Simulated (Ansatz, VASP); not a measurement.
## One calculation of Bi, two programs

INCAR

```
PREC = Accurate
ENCUT = 500
EDIFF = 1E-6
ISMEAR = -1
SIGMA = 0.05
LREAL = F
LASPH = T
NELM = 120
ALGO = Normal
ISIF = 2
LWAVE = F
LCHARG = F
NBANDS = 14
GGA_COMPAT = F
```

File KPOINTS:

```
Automatic mesh
0
Gamma
  12 12 12
```

File POSCAR:

```
Bi
1.0
    2.5712432730      0.0000000000      0.0000000000
    0.0000000000      2.5712432730      0.0000000000
    0.0000000000      0.0000000000      2.5712432730
Bi
1
Direct
    0.0000000000      0.0000000000      0.0000000000
```

Input for Ansatz:

```yaml
crystal:
  lattice:
    - [2.571243273, 0.0, 0.0]
    - [0.0, 2.571243273, 0.0]
    - [0.0, 0.0, 2.571243273]
  atoms:
    - { symbol: Bi, position: [0.0, 0.0, 0.0] }
kpoints:
  mp_grid: { grid: [12, 12, 12] }
  band_path:
    path:
      - [0.0, 0.0, 0.0]
      - [0.0, 0.5, 0.0]
      - [0.5, 0.5, 0.0]
      - [0.0, 0.0, 0.0]
      - [0.5, 0.5, 0.5]
      - [0.0, 0.5, 0.0]
      - [0.5, 0.5, 0.5]
      - [0.5, 0.5, 0.0]
    npoints: 8
scf:
  occupations: { method: fermi_dirac, width: 0.05 }
hamiltonian:
  xc: lda
  pseudopotentials: { kind: paw }
output:
  forces: true
  stress: true
  eigenvalues: true
  populations: true
  dos: { projected: true, de: 0.2, e_range: [-14, 8] }
```

Change from the starting cell: volume scaled by 0.52, PAW files.

Alike in both runs: task single point; functional LDA; k mesh 12 × 12 × 12; occupations fermi-dirac, width 0.05 eV; no spin polarisation.

|  | VASP | Ansatz |
| --- | --- | --- |
| version | VASP 6.6.1 | Ansatz 0.2.0 |
| potentials or method | VASP PAW LDA potentials, release 64 (Bi_d) | PAW with Ansatz's default frozen-core files, scalar-relativistic |
| plane-wave cutoff (eV) | 500 | 420 |
| valence electrons in the cell | 15 | 15 |

```tsv
	VASP	Ansatz	Ansatz less VASP
pressure (GPa)	170.3	169.1	-1.20
```

LDA's correlation is that of Perdew and Zunger in VASP and of Perdew and Wang (1992) in Ansatz. Both programs put the cell under a high pressure, so it lies far from rest at this level.

Spin-orbit coupling is off throughout. Noted on VASP's run: the cell as given lies far from equilibrium.
